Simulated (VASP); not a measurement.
# Cu (R-3m) in VASP: notebook

The runs below take Cu through single point, with PBE.

All numbers are computed with VASP 6.6.1; they aren't measurements. Logs are shortened: lines on timing, memory, paths and dates and some standing lists are left out, and cuts for length are marked.

### Step 1. The cell of the first run

The structure is trigonal, space group R-3m (No. 166). The conventional cell has a = 4.031 Å, b = 4.031 Å, c = 4.936 Å, α = 90.00°, β = 90.00°, γ = 120.00°. Within 3.1 Å of Cu (site symmetry 3m) lie 14 Cu at 2.32 to 2.85 Å.

### Step 2. Single point, PBE

Input file INCAR:

```
SYSTEM = Cu
PREC     = Accurate       ! precision mode
ENCUT    = 600            ! plane-wave cutoff, eV
EDIFF    = 1E-6           ! SCF threshold, eV
ISMEAR   = -1             ! smearing method
SIGMA    = 0.15           ! smearing width, eV
LREAL    = .FALSE.        ! projectors in reciprocal space
LASPH    = .TRUE.         ! aspherical terms in the spheres
NELM     = 120            ! most SCF steps
ALGO     = Normal         ! electronic algorithm
ISIF     = 2              ! what is computed and relaxed
LWAVE    = .FALSE.        ! write WAVECAR
LCHARG   = .TRUE.         ! write CHGCAR
GGA      = PE             ! functional
LELF     = .TRUE.         ! ELF
LVHAR    = .TRUE.       
NBANDS   = 18             ! bands
GGA_COMPAT= .FALSE.
```

Input file KPOINTS:

```
Automatic mesh
0
G
  4 4 4
  0 0 0
```

Input file POSCAR:

```
Cu
1.0
    2.8500000000      0.0000000000      0.0000000000
    0.0000000000      2.8500000000      0.0000000000
    0.0000000000      0.0000000000      2.8500000000
Cu
2
Direct
    0.0000000000      0.0000000000      0.0000000000
    0.4701289521      0.4701289521      0.4701289521
```

Potentials or basis: VASP PAW PBE potentials, release 64 (Cu).

Run with:

```sh
cat potpaw_PBE.64/Cu/POTCAR > POTCAR
mpirun -np 1 vasp_std > vasp.out
```

OUTCAR:

```text
SYSTEM = Cu
   PREC = Accurate
   ENCUT = 600
   EDIFF = 1E-6
   ISMEAR = -1
   LREAL = .FALSE.
   LASPH = .TRUE.
   NELM = 120
   ISIF = 2
   GGA = PE

 ion  position               nearest neighbor table
   1  0.000  0.000  0.000-   2 2.32   2 2.42   2 2.42   2 2.42   2 2.52   2 2.52   2 2.52   2 2.62

   2  0.470  0.470  0.470-   1 2.32   1 2.42   1 2.42   1 2.42   1 2.52   1 2.52   1 2.52   1 2.62

  LATTYP: Found a simple cubic cell.
 ALAT       =     2.8500000000

  Lattice vectors:

 A1 = (   2.8500000000,   0.0000000000,   0.0000000000)
 A2 = (   0.0000000000,   2.8500000000,   0.0000000000)
 A3 = (   0.0000000000,   0.0000000000,   2.8500000000)

Analysis of symmetry for initial positions (statically):
=====================================================================
 Subroutine PRICEL returns:
 Original cell was already a primitive cell.

 Routine SETGRP: Setting up the symmetry group for a
 simple cubic supercell.

 Subroutine GETGRP returns: Found 12 space group operations
 (whereof  6 operations were pure point group operations)
 out of a pool of 48 trial point group operations.

The static configuration has the point symmetry C_3v.
 The point group associated with its full space group is D_3d.

Analysis of symmetry for dynamics (positions and initial velocities):
=====================================================================
 Subroutine PRICEL returns:
 Original cell was already a primitive cell.

 Routine SETGRP: Setting up the symmetry group for a
 simple cubic supercell.

 Subroutine GETGRP returns: Found 12 space group operations
 (whereof  6 operations were pure point group operations)
 out of a pool of 48 trial point group operations.

The dynamic configuration has the point symmetry C_3v.
 The point group associated with its full space group is D_3d.

 Subroutine INISYM returns: Found 12 space group operations
 (whereof  6 operations are pure point group operations),
 and found     1 'primitive' translations

----------------------------------------------------------------------------------------

                                     Primitive cell

  volume of cell :      23.1491

  direct lattice vectors                    reciprocal lattice vectors
     2.850000000  0.000000000  0.000000000     0.350877193  0.000000000  0.000000000
     0.000000000  2.850000000  0.000000000     0.000000000  0.350877193  0.000000000
     0.000000000  0.000000000  2.850000000     0.000000000  0.000000000  0.350877193

  length of vectors
     2.850000000  2.850000000  2.850000000     0.350877193  0.350877193  0.350877193

  position of ions in fractional coordinates (direct lattice)
     0.000000000  0.000000000  0.000000000
     0.470128952  0.470128952  0.470128952

  ion indices of the primitive-cell ions
   primitive index   ion index
                 1           1
                 2           2

----------------------------------------------------------------------------------------

 KPOINTS: Automatic mesh

Automatic generation of k-mesh.
 Grid dimensions read from file:
 generate k-points for:    4    4    4

 Generating k-lattice:

  Cartesian coordinates                     Fractional coordinates (reciprocal lattice)
     0.087719298  0.000000000  0.000000000     0.250000000  0.000000000  0.000000000
     0.000000000  0.087719298  0.000000000     0.000000000  0.250000000  0.000000000
     0.000000000  0.000000000  0.087719298     0.000000000  0.000000000  0.250000000

  Length of vectors
     0.087719298  0.087719298  0.087719298

  Shift w.r.t. Gamma in fractional coordinates (k-lattice)
     0.000000000  0.000000000  0.000000000

 Subroutine IBZKPT returns following result:
 ===========================================

 Found     13 irreducible k-points:

 Following reciprocal coordinates:
            Coordinates               Weight
  0.000000  0.000000  0.000000      1.000000
  0.250000  0.000000  0.000000      6.000000
  0.500000  0.000000  0.000000      3.000000
  0.250000  0.250000  0.000000      6.000000
 -0.250000  0.250000  0.000000      6.000000
  0.500000  0.250000  0.000000     12.000000
  0.500000  0.500000  0.000000      3.000000
  0.250000  0.250000  0.250000      2.000000
 -0.250000  0.250000  0.250000      6.000000
  0.500000  0.250000  0.250000      6.000000
 -0.250000  0.500000  0.250000      6.000000
  0.500000  0.500000  0.250000      6.000000
  0.500000  0.500000  0.500000      1.000000
   k-points           NKPTS =     13   k-points in BZ     NKDIM =     13   number of bands    NBANDS=     18
   number of dos      NEDOS =    301   number of ions     NIONS =      2
   total plane-waves  NPLWV =  13824
   dimension x,y,z NGX =    24 NGY =   24 NGZ =   24
   dimension x,y,z NGXF=    48 NGYF=   48 NGZF=   48
   ions per type =               2
   NGX,Y,Z   is equivalent  to a cutoff of  14.00, 14.00, 14.00 a.u.
   NGXF,Y,Z  is equivalent  to a cutoff of  28.00, 28.00, 28.00 a.u.
 SYSTEM =  Cu
   PREC   = accura    normal or accurate (medium, high low for compatibility)
   ISTART =      0    job   : 0-new  1-cont  2-samecut
   ICHARG =      2    charge: 1-file 2-atom 10-const
   ISPIN  =      1    spin polarized calculation?
   LNONCOLLINEAR =      F non collinear calculations
   LSORBIT =      F    spin-orbit coupling
   LASPH  =      T    aspherical Exc in radial PAW
   ENCUT  =  600.0 eV  44.10 Ry    6.64 a.u.   5.69  5.69  5.69*2*pi/ulx,y,z
   NELM   =    120;   NELMIN=  2; NELMDL= -5     # of ELM steps
   EDIFF  = 0.1E-05   stopping-criterion for ELM
   LREAL  =      F    real-space projection
   EDIFFG = 0.1E-04   stopping-criterion for IOM
   NSW    =      0    number of steps for IOM
   IBRION =     -1    ionic relax: 0-MD 1-quasi-New 2-CG
   NFREE  =      0    steps in history (QN), initial steepest desc. (CG)
   ISIF   =      2    stress and relaxation
   ISYM   =      2    0-nonsym 1-usesym 2-fastsym
   POTIM  = 0.5000    time-step for ionic-motion
   TEBEG  =    0.0;   TEEND  =   0.0 temperature during run
   PSTRESS=    0.0 pullay stress
   NELECT =      22.0000    total number of electrons
   NUPDOWN=      -1.0000    fix difference up-down
   EMIN   =  10.00;   EMAX   =-10.00  energy-range for DOS
   EFERMI =   0.00;   METHOD = LEGACY
   ISMEAR =    -1;   SIGMA  =   0.15  broadening in eV -4-tet -1-fermi 0-gaus
   EFERMI_NEDOS =   21; number of points for ismear=-14 and -15
   IALGO  =     38    algorithm
   IMIX   =      4    mixing-type and parameters
     AMIX     =   0.40;   BMIX     =  1.00
     AMIX_MAG =   1.60;   BMIX_MAG =  1.00
  volume/ion in A,a.u.               =      11.57        78.11
  Fermi-wavevector in a.u.,A,eV,Ry     =   1.609549  3.041607 35.247905  2.590648
  Thomas-Fermi vector in A             =   2.705241
   LORBIT       =      0    0 simple, 1 ext, 2 COOP (PROOUT), +10 PAW based schemes
   GGA     = PE    functional components
   LHFCALC =     F    Hartree Fock is set to
   AEXX    =    0.0000 exact exchange contribution
   IVDW    =     0    specifies the selected vdW correction
   LEPSILON=     F    determine dielectric tensor
   LRPA    =     F    only Hartree local field effects (RPA)
 non-spin polarized calculation
  energy-cutoff  :      600.00
  volume of cell :       23.15
 maximum number of plane-waves:       804
 NGX is ok and might be reduce to    24
   NGX = 11   NGY = 11   NGZ = 11

 number of electron      22.0000001 magnetization

 Free energy of the ion-electron system (eV)
  ---------------------------------------------------
  ext. energy  EPLUGINS =         0.00000000
  ---------------------------------------------------
  free energy    TOTEN  =        -7.32652511 eV

  energy without entropy =       -7.29458356  energy(sigma->0) =       -7.31055433

 E-fermi :   7.6651     XC(G=0): -12.8479

 val. band max:        7.2563495917   @ k =   0.5000   0.5000   0.0000
 cond. band min:       8.0320378347   @ k =  -0.2500   0.5000   0.2500
 fundamental gap:      0.7756882430
 Fermi energy:         7.6650599734

 k-point     1 :       0.0000    0.0000    0.0000
  band No.  band energies     occupation
      1      -1.6630      2.00000
      2       3.0215      2.00000
      3       3.0215      2.00000
      4       4.5077      2.00000
      5       4.6086      2.00000
      6       4.6086      2.00000
[... 10 lines left out ...]
     17      23.9403      0.00000
     18      33.2023      0.00000

 k-point     2 :       0.2500    0.0000    0.0000
  band No.  band energies     occupation
      1      -0.4720      2.00000
      2       3.2623      2.00000
      3       3.3841      2.00000
      4       4.5406      2.00000
      5       4.6473      2.00000
      6       4.7781      2.00000
[... 10 lines left out ...]
     17      28.1752      0.00000
     18      28.7588      0.00000

 k-point     3 :       0.5000    0.0000    0.0000
  band No.  band energies     occupation
      1       2.2562      2.00000
      2       2.4708      2.00000
      3       4.0776      2.00000
      4       4.4001      2.00000
      5       4.7306      2.00000
      6       4.8306      2.00000
[... 10 lines left out ...]
     17      24.1131      0.00000
     18      24.3511      0.00000

 k-point     4 :       0.2500    0.2500    0.0000
  band No.  band energies     occupation
      1       0.6027      2.00000
      2       3.3681      2.00000
      3       3.7724      2.00000
      4       4.2410      2.00000
      5       4.4540      2.00000
      6       4.8122      2.00000
[... 144 lines left out ...]
      4       3.9711      2.00000
      5       4.2590      2.00000
      6       4.4219      2.00000
[... 10 lines left out ...]
     17      25.4363      0.00000
     18      25.4796      0.00000

 k-point    12 :       0.5000    0.5000    0.2500
  band No.  band energies     occupation
      1       3.2328      2.00000
      2       3.2383      2.00000
      3       3.7736      2.00000
      4       3.7974      2.00000
      5       4.7648      2.00000
      6       4.7710      2.00000
[... 10 lines left out ...]
     17      20.2846      0.00000
     18      20.3106      0.00000

 k-point    13 :       0.5000    0.5000    0.5000
  band No.  band energies     occupation
      1       3.8990      2.00000
      2       3.9101      2.00000
      3       3.9108      2.00000
      4       3.9108      2.00000
      5       3.9126      2.00000
      6       3.9126      2.00000
[... 10 lines left out ...]
     17      15.7160      0.00000
     18      15.8116      0.00000

------------------------ aborting loop because EDIFF is reached ----------------------------------------

  FORCE on cell =-STRESS in cart. coord.  units (eV):
  Direction    XX          YY          ZZ          XY          YZ          ZX
  --------------------------------------------------------------------------------------
  -------------------------------------------------------------------------------------
  Total        0.9489623      0.9489623      0.9489623      0.1727920      0.1727920      0.1727920
  in kB       65.6787659     65.6787659     65.6787659     11.9591314     11.9591314     11.9591314
  external PRESSURE =      65.6787659 kB  Pullay stress =       0.0000000 kB

 VOLUME and BASIS-vectors are now :
 -----------------------------------------------------------------------------
  energy-cutoff  :      600.00
  volume of cell :       23.15
      direct lattice vectors                 reciprocal lattice vectors
     2.850000000  0.000000000  0.000000000     0.350877193  0.000000000  0.000000000
     0.000000000  2.850000000  0.000000000     0.000000000  0.350877193  0.000000000
     0.000000000  0.000000000  2.850000000     0.000000000  0.000000000  0.350877193

 POSITION                                       TOTAL-FORCE (eV/Angst)
 -----------------------------------------------------------------------------------
      0.00000      0.00000      0.00000        -0.668921     -0.668921     -0.668921
      1.33987      1.33987      1.33987         0.668921      0.668921      0.668921
 -----------------------------------------------------------------------------------
    total drift:                               -0.000006     -0.000006     -0.000016

  FREE ENERGIE OF THE ION-ELECTRON SYSTEM (eV)
  ---------------------------------------------------
  free  energy   TOTEN  =        -7.3265251123 eV

  energy  without entropy=       -7.2945835558  energy(sigma->0) =       -7.31055433
```

Wall time 7.6 s (1 thread of AMD EPYC 7R43 (Zen 3), shared host); peak memory 0.1 GiB.

What came out:

```yaml
Free_energy: -7.3265 eV
Pressure: 6.6 GPa
Largest_force: 1.159 eV/Å
Band_gap_on_the_k_mesh: zero (band 11 reaches 13.67 eV, above the bottom of band 12 at 6.59 eV)
```

Forces in eV/Å, atoms in the order of the input:
```
Cu  -0.669 -0.669 -0.669
Cu   0.669  0.669  0.669
```

Caveat: the k points lie up to 0.55 Å⁻¹ apart; forces of over 1 eV/Å act on the atoms, so gaps and moduli don't describe the material at rest.

[end of part 1 of 2]
